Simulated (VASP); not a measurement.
Set up this calculation in VASP 6.6.1, as the native input.

* Task: single point
* Functional: PBEsol
* Potentials or basis: VASP PAW PBE potentials, release 64 (Zn, Cu)
* Cutoff: 520 eV
* k mesh: 18 × 18 × 10
* Occupations: gaussian, width 0.1 eV
* Spin: no spin polarisation
* Dipole correction: no
* Further INCAR settings: ALGO = Fast; EDIFF = 1e-06; NBANDS = 18

The structure of ZnCu lies in POSCAR:

```
ZnCu
1.0
    1.5753273677     -2.1867416699      0.0000000000
    1.5753273677      2.1867416699      0.0000000000
    0.0000000000      0.0000000000      4.0776410310
Zn Cu
1 1
Direct
    0.5000000000      0.5000000000      0.5000000000
    0.0000000000      0.0000000000      0.0000000000
```

This cell differs from its parent crystal: functional PBEsol, strained.

These files were run (other wordings do the same):

INCAR

```
ALGO = Fast ; EDIFF = 1E-6
ENCUT = 520 ; GGA = PS
ISIF = 2 ; ISMEAR = 0
LASPH = T ; LCHARG = T
LELF = T ; LREAL = F
LVHAR = T ; LWAVE = F
NBANDS = 18 ; NELM = 100
PREC = Accurate ; SIGMA = 0.1
```

KPOINTS

```
k-points
0
Gamma
  18 18 10
```

Potentials or basis: VASP PAW PBE potentials, release 64 (Zn, Cu).

Run with:

```console
$ cat potpaw_PBE.64/Zn/POTCAR potpaw_PBE.64/Cu/POTCAR > POTCAR
$ mpirun -np 1 vasp_std > vasp.out
```

It gave:

```yaml
Pressure: -12.0 GPa
```

Caveat: the cell differs from its parent crystal (functional PBEsol, strained); the PAW data sets were made with another functional, which shifts forces and pressure a little.

Wall time 6.8 min on 1 thread of Oxide Virtual Turin-like Processor, with other jobs on the host, peak memory 0.34 GiB.
